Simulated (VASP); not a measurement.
BAs: relaxation of cell and atoms with PBE

The system is BAs.

```
CELL_PARAMETERS angstrom
0.00000 2.52283 2.52283
2.52283 0.00000 2.52283
2.52283 2.52283 0.00000
ATOMIC_POSITIONS crystal
B 0.00000 0.00000 0.00000
As 0.75000 0.75000 0.75000
```

* Program: VASP 6.6.1
* Task: relaxation of cell and atoms
* Functional: PBE
* Potentials or basis: VASP PAW PBE potentials, release 64 (B, As)
* Cutoff: 500 eV
* k mesh: 7 × 7 × 7
* Occupations: gaussian, width 0.2 eV
* Spin: no spin polarisation
* Dipole correction: no
* Further INCAR settings: ALGO = Normal; EDIFF = 1e-07; IBRION = 2; EDIFFG = -0.08; NSW = 36; ISIF = 3

The relaxed volume is 13.97 Å³/atom and the relaxed cell is a = 3.406 Å, b = 3.406 Å, c = 3.406 Å, α = 60.00°, β = 60.00°, γ = 60.00°. The space group after relaxing (to 0.05 Å) is F-43m (No. 216), the energy gained by relaxing is 101.1 meV/atom and the ionic steps are 3. The pressure after relaxing is 0.0 GPa and the band gap on the k mesh is 1.22 eV, indirect (least direct gap 3.24 eV).

Step by step:
```
step  energy change (eV)  largest force (eV/Å)  pressure (GPa)  volume (Å³)
   1              0.0000                0.0000          -13.71        32.11
   2             -0.1493                0.0000           10.04        26.14
   3             -0.2023                0.0000           -0.02        27.94
```

Final structure:
```
B As
1.0
     0.00000    2.40838    2.40838
     2.40838    0.00000    2.40838
     2.40838    2.40838    0.00000
B As
1 1
Direct
  0.00000 0.00000 0.00000
  0.75000 0.75000 0.75000
```

Levels at points of the mesh, in eV from the valence-band top:
| k point | band 1 | band 2 | band 3 | band 4 | band 5 | band 6 | band 7 | band 8 |
| --- | --- | --- | --- | --- | --- | --- | --- | --- |
| (0.00, 0.00, 0.00) | -15.18 | 0.00 | 0.00 | 0.00 | 3.24 | 3.24 | 3.24 | 4.37 |

It took 9.7 s on 1 thread of Intel(R) Xeon(R) 6975P-C (Granite Rapids), on a shared host, peak memory 0.16 GiB.

A k mesh can miss the band edges. A hybrid or GW would open this gap; PBE tends to underestimate it.
